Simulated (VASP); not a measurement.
Crystal: Br.

```
Br
1.0
     3.36325   -2.32255    0.00000
     3.36325    2.32255    0.00000
     0.00000    0.00000    8.70230
Br
4
Direct
  0.36510 0.63490 0.39010
  0.13490 0.86510 0.89010
  0.63490 0.36510 0.60990
  0.86510 0.13490 0.10990
```

- Program: VASP 6.6.1
- Task: relaxation of cell and atoms
- Functional: BLYP
- Dispersion: D4
- Potentials or basis: VASP PAW PBE potentials, release 64 (Br)
- Cutoff: 600 eV
- k mesh: 7 × 7 × 3
- Occupations: fermi-dirac, width 0.05 eV
- Spin: no spin polarisation

At the start: pressure 1.2 GPa; volume 33.99 Å³/atom.

Where does the relaxation end?

Over 15 steps the energy falls by 61.5 meV/atom and the volume is 30.81 Å³/atom (-9.4 %); space group Cmce (No. 64, to 0.1 Å) before and after.

The path:
```csv
step,energy change (eV),largest force (eV/Å),pressure (GPa),volume (Å³)
1,0.0000,1.3347,1.25,135.95
2,-0.0245,0.5114,-2.83,141.16
3,-0.1087,0.1858,-1.18,138.54
4,-0.1510,0.1823,-0.95,134.60
5,-0.2207,0.1850,0.40,123.17
6,-0.2208,0.1872,0.54,122.35
7,-0.2250,0.2229,-0.20,122.01
8,-0.2277,0.1232,0.08,122.15
9,-0.2351,0.0984,0.06,122.42
10,-0.2454,0.0291,0.07,123.08
11,-0.2456,0.0214,0.08,123.20
12,-0.2456,0.0222,0.07,123.18
13,-0.2451,0.0523,-0.24,123.78
14,-0.2458,0.0141,-0.04,123.38
15,-0.2458,0.0041,-0.02,123.23
```

Final structure:
```xyz
4
Lattice="3.3918 -2.1058 0.0000 3.3918 2.1058 0.0000 0.0000 0.0000 8.6264" Properties=species:S:1:pos:R:3 pbc="T T T"
Br    3.3918    0.6500    3.2838
Br    3.3918    1.4558    7.5970
Br    3.3918   -0.6500    5.3426
Br    3.3918   -1.4558    1.0294
```

Caveat: the PAW data sets were made with another functional, which shifts forces and pressure a little.
